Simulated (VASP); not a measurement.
# Co (Im-3m) in VASP: notebook

Co is run at these levels: PBEsol; tasks: single point, relaxation of cell and atoms.

Program: VASP 6.6.1. These are calculated values, not measurements. Logs are shortened: lines on timing, memory, paths and dates and some standing lists are left out, and cuts for length are marked.

## 1. The cell of the first run

It takes space group Im-3m (No. 229, cubic). The conventional cell has a = 2.766 Å, b = 2.766 Å, c = 2.766 Å, α = 90.00°, β = 90.00°, γ = 90.00°. Within 3.2 Å of Co (site symmetry m-3m) lie 14 Co at 2.40 to 2.77 Å.

This isn't the form of Co at room conditions, which is hcp.

## 2. Single point, PBEsol, collinear spin, ferromagnetic start

File INCAR:

```
PREC = Accurate
ENCUT = 600
EDIFF = 1E-6
ISMEAR = -1
SIGMA = 0.05
LREAL = False
LASPH = True
NELM = 200
ALGO = Normal
ISIF = 2
LWAVE = False
LCHARG = False
ISPIN = 2
MAGMOM = 1.7
LORBIT = 11
LMAXMIX = 4
GGA = PS
NBANDS = 14
GGA_COMPAT = False
```

File KPOINTS:

```
Automatic mesh
0
Gamma
  16 16 16
```

File POSCAR:

```
Co
1.0
   -1.3828181581      1.3828181581      1.3828181581
    1.3828181581     -1.3828181581      1.3828181581
    1.3828181581      1.3828181581     -1.3828181581
Co
1
Direct
    0.0000000000      0.0000000000      0.0000000000
```

Potentials or basis: VASP PAW PBE potentials, release 64 (Co).

On the command line:

```bash
$ cat potpaw_PBE.64/Co/POTCAR > POTCAR
$ mpirun -np 1 vasp_std > vasp.out
```

OUTCAR:

```text
PREC = Accurate
   ENCUT = 600
   EDIFF = 1E-6
   ISMEAR = -1
   LREAL = False
   LASPH = True
   NELM = 200
   ISIF = 2
   ISPIN = 2
   LORBIT = 11
   GGA = PS

 ion  position               nearest neighbor table
   1  0.000  0.000  0.000-

  LATTYP: Found a body centered cubic cell.
 ALAT       =     2.7656363162

  Lattice vectors:

 A1 = (  -1.3828181581,   1.3828181581,   1.3828181581)
 A2 = (   1.3828181581,  -1.3828181581,   1.3828181581)
 A3 = (   1.3828181581,   1.3828181581,  -1.3828181581)

Analysis of symmetry for initial positions (statically):
=====================================================================
 Subroutine PRICEL returns:
 Original cell was already a primitive cell.

 Routine SETGRP: Setting up the symmetry group for a
 body centered cubic supercell.

 Subroutine GETGRP returns: Found 48 space group operations
 (whereof 48 operations were pure point group operations)
 out of a pool of 48 trial point group operations.

The static configuration has the point symmetry O_h .

Analysis of symmetry for dynamics (positions and initial velocities):
=====================================================================
 Subroutine PRICEL returns:
 Original cell was already a primitive cell.

 Routine SETGRP: Setting up the symmetry group for a
 body centered cubic supercell.

 Subroutine GETGRP returns: Found 48 space group operations
 (whereof 48 operations were pure point group operations)
 out of a pool of 48 trial point group operations.

The dynamic configuration has the point symmetry O_h .

Analysis of structural, dynamic, and magnetic symmetry:
=====================================================================
 Subroutine PRICEL returns:
 Original cell was already a primitive cell.

 Routine SETGRP: Setting up the symmetry group for a
 body centered cubic supercell.

 Subroutine GETGRP returns: Found 48 space group operations
 (whereof 48 operations were pure point group operations)
 out of a pool of 48 trial point group operations.

The overall configuration has the point symmetry O_h .

 Subroutine INISYM returns: Found 48 space group operations
 (whereof 48 operations are pure point group operations),
 and found     1 'primitive' translations

----------------------------------------------------------------------------------------

                                     Primitive cell

  volume of cell :      10.5768

  direct lattice vectors                    reciprocal lattice vectors
    -1.382818158  1.382818158  1.382818158     0.000000000  0.361580441  0.361580441
     1.382818158 -1.382818158  1.382818158     0.361580441  0.000000000  0.361580441
[... 124 lines left out ...]
  ext. energy  EPLUGINS =         0.00000000
  ---------------------------------------------------
  free energy    TOTEN  =        -7.62842362 eV

  energy without entropy =       -7.61548423  energy(sigma->0) =       -7.62195393

 E-fermi :  10.7864     XC(G=0): -13.7326

 val. band max:       10.7830616142   @ k =   0.1875   0.0000   0.0000
 cond. band min:      10.7868857891   @ k =   0.1250   0.0625  -0.0000
 fundamental gap:      0.0038241749
 Fermi energy:        10.7863968106

 spin component 1

 k-point     1 :       0.0000    0.0000    0.0000
  band No.  band energies     occupation
      1       1.2913      1.00000
      2       7.7044      1.00000
      3       7.7044      1.00000
      4       7.7044      1.00000
      5       8.9311      1.00000
      6       8.9311      1.00000
      7      36.3701      0.00000
      8      36.3701      0.00000
      9      36.3701      0.00000
     10      41.8581      0.00000
     11      41.8581      0.00000
     12      44.0359      0.00000
     13      44.0359      0.00000
     14      44.0359      0.00000
[... 379 lines left out ...]
      3       7.3140      1.00000
      4       8.7836      1.00000
      5       9.2416      1.00000
      6      10.9957      0.01499
      7      22.6672      0.00000
      8      24.8849      0.00000
      9      31.2309      0.00000
     10      37.2997      0.00000
     11      41.2887      0.00000
     12      45.2983      0.00000
     13      46.8026      0.00000
     14      49.8035      0.00000

 [... further k-points ...]

 spin component 2

 k-point     1 :       0.0000    0.0000    0.0000
  band No.  band energies     occupation
      1       1.4090      1.00000
      2       9.2394      1.00000
      3       9.2394      1.00000
      4       9.2394      1.00000
      5      11.0600      0.00418
      6      11.0600      0.00418
      7      36.2521      0.00000
      8      36.2521      0.00000
      9      36.2521      0.00000
     10      42.0084      0.00000
     11      42.0084      0.00000
     12      44.6224      0.00000
     13      44.6224      0.00000
     14      44.6226      0.00000
[... 379 lines left out ...]
      3       8.5432      1.00000
      4      10.7283      0.76163
      5      11.3125      0.00003
      6      12.4693      0.00000
      7      23.2753      0.00000
      8      25.3626      0.00000
      9      31.5955      0.00000
     10      37.4532      0.00000
     11      41.5772      0.00000
     12      45.8080      0.00000
     13      49.5529      0.00000
     14      50.8015      0.00000

 [... further k-points ...]

------------------------ aborting loop because EDIFF is reached ----------------------------------------

  FORCE on cell =-STRESS in cart. coord.  units (eV):
  Direction    XX          YY          ZZ          XY          YZ          ZX
  --------------------------------------------------------------------------------------
  -------------------------------------------------------------------------------------
  Total       -0.0675844     -0.0675844     -0.0675844     -0.0000000      0.0000000      0.0000000
  in kB      -10.2376841    -10.2376841    -10.2376841     -0.0000000      0.0000000      0.0000000
  external PRESSURE =     -10.2376841 kB  Pullay stress =       0.0000000 kB

 VOLUME and BASIS-vectors are now :
 -----------------------------------------------------------------------------
  energy-cutoff  :      600.00
  volume of cell :       10.58
      direct lattice vectors                 reciprocal lattice vectors
    -1.382818158  1.382818158  1.382818158     0.000000000  0.361580441  0.361580441
     1.382818158 -1.382818158  1.382818158     0.361580441  0.000000000  0.361580441
     1.382818158  1.382818158 -1.382818158     0.361580441  0.361580441  0.000000000

 POSITION                                       TOTAL-FORCE (eV/Angst)
 -----------------------------------------------------------------------------------
      0.00000      0.00000      0.00000        -0.000000      0.000000      0.000000
 -----------------------------------------------------------------------------------
    total drift:                                0.000000     -0.000000      0.000000

  FREE ENERGIE OF THE ION-ELECTRON SYSTEM (eV)
  ---------------------------------------------------
  free  energy   TOTEN  =        -7.6284236240 eV

  energy  without entropy=       -7.6154842272  energy(sigma->0) =       -7.62195393

 total charge

# of ion       s       p       d       tot
------------------------------------------
    1        0.499   0.557   7.261   8.317

 magnetization (x)

# of ion       s       p       d       tot
------------------------------------------
    1       -0.005  -0.042   1.749   1.702
```

OSZICAR:

```text
N       E                     dE             d eps       ncg     rms          rms(c)
DAV:   1     0.302577094085E+02    0.30258E+02   -0.41863E+03  8436   0.868E+02
DAV:   2    -0.744972399940E+01   -0.37707E+02   -0.35157E+02  8804   0.160E+02
DAV:   3    -0.879704023857E+01   -0.13473E+01   -0.13380E+01 10324   0.310E+01
DAV:   4    -0.880553542824E+01   -0.84952E-02   -0.84935E-02  9914   0.232E+00
DAV:   5    -0.880564951499E+01   -0.11409E-03   -0.11408E-03 10764   0.254E-01    0.115E+01
DAV:   6    -0.781032417969E+01    0.99533E+00   -0.12437E+01 11144   0.411E+01    0.462E+00
DAV:   7    -0.765095099115E+01    0.15937E+00   -0.12773E+00  9632   0.122E+01    0.274E+00
DAV:   8    -0.763635716989E+01    0.14594E-01   -0.14581E-02 10850   0.897E-01    0.138E+00
DAV:   9    -0.762856846467E+01    0.77887E-02   -0.73790E-03 13324   0.611E-01    0.316E-01
DAV:  10    -0.762838950753E+01    0.17896E-03   -0.98875E-04 11626   0.256E-01    0.120E-01
DAV:  11    -0.762842122076E+01   -0.31713E-04   -0.21418E-05  9868   0.420E-02    0.406E-02
DAV:  12    -0.762842294874E+01   -0.17280E-05   -0.14896E-06  8146   0.126E-02    0.208E-02
DAV:  13    -0.762842362396E+01   -0.67522E-06   -0.23887E-06  7304   0.892E-03
   1 F= -.76284236E+01 E0= -.76219539E+01  d E =-.129394E-01  mag=     1.6939
```

Wall time 83 s (1 thread of Intel Xeon 8259CL, shared host); peak memory 0.16 GiB.

What came out:

```yaml
Free_energy: -7.6284 eV
Pressure: -1.0 GPa
Net_moment: 1.69 μB per cell
Site_moments: Co +1.70 μB
Valence_electrons_inside_the_program's_atomic_spheres: Co 8.32
```

Levels at points of the mesh, in eV from the Fermi level:
Spin up:
| k point | band 3 | band 4 | band 5 | band 6 | band 7 | band 8 |
| --- | --- | --- | --- | --- | --- | --- |
| (0.00, 0.00, 0.00) | -3.08 | -3.08 | -1.86 | -1.86 | 25.58 | 25.58 |
| (0.50, 0.00, 0.00) | -1.81 | -1.68 | -0.48 | -0.16 | 6.70 | 18.59 |
| (0.50, 0.50, 0.50) | -0.74 | -0.74 | -0.74 | 9.64 | 9.64 | 9.64 |
Spin down:
| k point | band 1 | band 2 | band 3 | band 4 | band 5 | band 6 | band 7 | band 8 |
| --- | --- | --- | --- | --- | --- | --- | --- | --- |
| (0.00, 0.00, 0.00) | -9.38 | -1.55 | -1.55 | -1.55 | 0.27 | 0.27 | 25.47 | 25.47 |
| (0.50, 0.00, 0.00) | -4.64 | -2.75 | -0.08 | 0.17 | 0.50 | 1.31 | 7.74 | 18.65 |
| (0.50, 0.50, 0.50) | -4.09 | -4.09 | 1.02 | 1.02 | 1.02 | 9.82 | 9.82 | 9.82 |

Caveat: the PAW data sets were made with another functional, which shifts forces and pressure a little.

## 3. Relaxation of cell and atoms, PBEsol, collinear spin, ferromagnetic start

This run uses another cell than the first one, of 11.07 Å³/atom.

File INCAR:

```
SYSTEM = Co
ALGO = Normal
EDIFF = 1E-7
EDIFFG = -0.01
ENCUT = 600
GGA = PS
GGA_COMPAT = .False.
IBRION = 2
ISIF = 3
ISMEAR = -1
ISPIN = 2
LASPH = .True.
LCHARG = .False.
LMAXMIX = 4
LORBIT = 11
LREAL = .False.
LWAVE = .False.
MAGMOM = 1.7
NELM = 200
NELMIN = 4
NSW = 80
PREC = Accurate
SIGMA = 0.05
```

File KPOINTS:

```
k-points
0
Gamma
  16 16 16
  0 0 0
```

File POSCAR:

```
Co
1.0
   -1.4041371717      1.4041371717      1.4041371717
    1.4041371717     -1.4041371717      1.4041371717
    1.4041371717      1.4041371717     -1.4041371717
Co
1
Direct
    0.0000000000      0.0000000000      0.0000000000
```

Potentials or basis: VASP PAW PBE potentials, release 64 (Co).

On the command line:

```bash
$ cat potpaw_PBE.64/Co/POTCAR > POTCAR
$ mpirun -np 1 vasp_std > vasp.out
```

OUTCAR:

```text
SYSTEM = Co
   EDIFF = 1E-7
   EDIFFG = -0.01
   ENCUT = 600
   GGA = PS
   IBRION = 2
   ISIF = 3
   ISMEAR = -1
   ISPIN = 2
   LASPH = .True.
   LORBIT = 11
   LREAL = .False.
   NELM = 200
   NELMIN = 4
   NSW = 80
   PREC = Accurate

 ion  position               nearest neighbor table
   1  0.000  0.000  0.000-

  LATTYP: Found a body centered cubic cell.
 ALAT       =     2.8082743434

  Lattice vectors:

 A1 = (  -1.4041371717,   1.4041371717,   1.4041371717)
 A2 = (   1.4041371717,  -1.4041371717,   1.4041371717)
 A3 = (   1.4041371717,   1.4041371717,  -1.4041371717)

Analysis of symmetry for initial positions (statically):
=====================================================================
 Subroutine PRICEL returns:
 Original cell was already a primitive cell.

 Routine SETGRP: Setting up the symmetry group for a
 body centered cubic supercell.

 Subroutine GETGRP returns: Found 48 space group operations
 (whereof 48 operations were pure point group operations)
 out of a pool of 48 trial point group operations.

The static configuration has the point symmetry O_h .

Analysis of symmetry for dynamics (positions and initial velocities):
=====================================================================
 Subroutine PRICEL returns:
 Original cell was already a primitive cell.

 Routine SETGRP: Setting up the symmetry group for a
 body centered cubic supercell.

 Subroutine GETGRP returns: Found 48 space group operations
 (whereof 48 operations were pure point group operations)
 out of a pool of 48 trial point group operations.

The dynamic configuration has the point symmetry O_h .

Analysis of structural, dynamic, and magnetic symmetry:
=====================================================================
 Subroutine PRICEL returns:
 Original cell was already a primitive cell.

 Routine SETGRP: Setting up the symmetry group for a
 body centered cubic supercell.

 Subroutine GETGRP returns: Found 48 space group operations
 (whereof 48 operations were pure point group operations)
 out of a pool of 48 trial point group operations.

[... 137 lines left out ...]

 number of electron       9.0000002 magnetization       1.7429358

 Free energy of the ion-electron system (eV)
  ---------------------------------------------------
  ext. energy  EPLUGINS =         0.00000000
  ---------------------------------------------------
  free energy    TOTEN  =        -7.61048812 eV

  energy without entropy =       -7.59653619  energy(sigma->0) =       -7.60351216

------------------------ aborting loop because EDIFF is reached ----------------------------------------

  FORCE on cell =-STRESS in cart. coord.  units (eV):
  Direction    XX          YY          ZZ          XY          YZ          ZX
  --------------------------------------------------------------------------------------
  -------------------------------------------------------------------------------------
  Total       -0.7012610     -0.7012610     -0.7012610      0.0000000      0.0000000      0.0000000
  in kB     -101.4615960   -101.4615960   -101.4615960      0.0000000      0.0000000      0.0000000
  external PRESSURE =    -101.4615960 kB  Pullay stress =       0.0000000 kB
[... 57 lines left out ...]
--------------------------------------- Ionic step        3  -------------------------------------------

 number of electron       9.0000004 magnetization       1.6913291

 Free energy of the ion-electron system (eV)
  ---------------------------------------------------
  ext. energy  EPLUGINS =         0.00000000
  ---------------------------------------------------
  free energy    TOTEN  =        -7.62886316 eV

  energy without entropy =       -7.61603863  energy(sigma->0) =       -7.62245089

 E-fermi :  10.8464     XC(G=0): -13.7570

 val. band max:       10.8459448612   @ k =  -0.3750  -0.4375   0.0625
 cond. band min:      10.8568934075   @ k =  -0.2500   0.3125   0.1250
 fundamental gap:      0.0109485463
 Fermi energy:        10.8463853440

 spin component 1

 k-point     1 :       0.0000    0.0000    0.0000
  band No.  band energies     occupation
      1       1.3259      1.00000
      2       7.7578      1.00000
      3       7.7578      1.00000
      4       7.7578      1.00000
      5       8.9939      1.00000
      6       8.9939      1.00000
      7      36.4713      0.00000
      8      36.4713      0.00000
      9      36.4713      0.00000
[... 265 lines left out ...]
 k-point    24 :       0.2500    0.1875    0.0000
  band No.  band energies     occupation
      1       5.5872      1.00000
      2       6.8787      1.00000
      3       7.3646      1.00000
      4       8.8448      1.00000
      5       9.3064      1.00000
      6      11.0670      0.01198
      7      22.7684      0.00000
      8      24.9917      0.00000
      9      31.3524      0.00000

 [... further k-points ...]

 spin component 2

 k-point     1 :       0.0000    0.0000    0.0000
  band No.  band energies     occupation
      1       1.4451      1.00000
      2       9.2906      1.00000
      3       9.2906      1.00000
      4       9.2906      1.00000
      5      11.1198      0.00420
      6      11.1198      0.00420
      7      36.3556      0.00000
      8      36.3556      0.00000
      9      36.3556      0.00000
[... 304 lines left out ...]
  FREE ENERGIE OF THE ION-ELECTRON SYSTEM (eV)
  ---------------------------------------------------
  free  energy   TOTEN  =        -7.6288631592 eV

  energy  without entropy=       -7.6160386263  energy(sigma->0) =       -7.62245089

 reached required accuracy - stopping structural energy minimisation

 total charge

# of ion       s       p       d       tot
------------------------------------------
    1        0.501   0.560   7.264   8.325

 magnetization (x)

# of ion       s       p       d       tot
------------------------------------------
    1       -0.005  -0.042   1.746   1.699
```

CONTCAR:

```text
Co
   1.00000000000000
    -1.3809312653737738    1.3809312653737738    1.3809312653737738
     1.3809312653737738   -1.3809312653737738    1.3809312653737738
     1.3809312653737738    1.3809312653737738   -1.3809312653737738
  Co
     1
Direct
     0.0000000000000000    0.0000000000000000    0.0000000000000000

  0.00000000E+00  0.00000000E+00  0.00000000E+00
```

Wall time 2.4 min (1 thread of Intel Xeon 8259CL, shared host); peak memory 0.17 GiB.

Results:

| Quantity | Value |
| --- | --- |
| Free energy | -7.6289 eV |
| Relaxed volume | 10.53 Å³/atom |
| Relaxed cell | a = 2.392 Å, b = 2.392 Å, c = 2.392 Å, α = 109.47°, β = 109.47°, γ = 109.47° |
| Space group after relaxing (to 0.1 Å) | Im-3m (No. 229) |
| Energy gained by relaxing | 18.4 meV/atom |
| Ionic steps | 3 |
| Pressure after relaxing | -0.1 GPa |
| Net moment | 1.69 μB per cell |
| Site moments | Co +1.70 μB |
| Valence electrons inside the program's atomic spheres | Co 8.32 |

Step by step:
```tsv
step	energy change (eV)	largest force (eV/Å)	pressure (GPa)	volume (Å³)
1	0.0000	0.0000	-10.15	11.07
2	0.0044	0.0000	14.25	9.99
3	-0.0184	0.0000	-0.07	10.53
```

Final structure:
```yaml
crystal:
  lattice:
    - [-1.38093, 1.38093, 1.38093]
    - [1.38093, -1.38093, 1.38093]
    - [1.38093, 1.38093, -1.38093]
  atoms:
    - { symbol: Co, position: [0.00000, 0.00000, 0.00000] }
```

Levels at points of the mesh, in eV from the Fermi level:
Spin up:
| k point | band 3 | band 4 | band 5 | band 6 | band 7 | band 8 |
| --- | --- | --- | --- | --- | --- | --- |
| (0.00, 0.00, 0.00) | -3.09 | -3.09 | -1.85 | -1.85 | 25.62 | 25.62 |
| (0.50, 0.00, 0.00) | -1.81 | -1.67 | -0.47 | -0.16 | 6.74 | 18.63 |
| (0.50, 0.50, 0.50) | -0.73 | -0.73 | -0.73 | 9.67 | 9.67 | 9.67 |
Spin down:
```csv
k point,band 1,band 2,band 3,band 4,band 5,band 6,band 7,band 8,band 9
"(0.00, 0.00, 0.00)",-9.40,-1.56,-1.56,-1.56,0.27,0.27,25.51,25.51,25.51
"(0.50, 0.00, 0.00)",-4.66,-2.77,-0.08,0.17,0.50,1.31,7.78,18.69,20.73
"(0.50, 0.50, 0.50)",-4.11,-4.11,1.03,1.03,1.03,9.86,9.86,9.86,16.39
```

Caveat: the PAW data sets were made with another functional, which shifts forces and pressure a little.
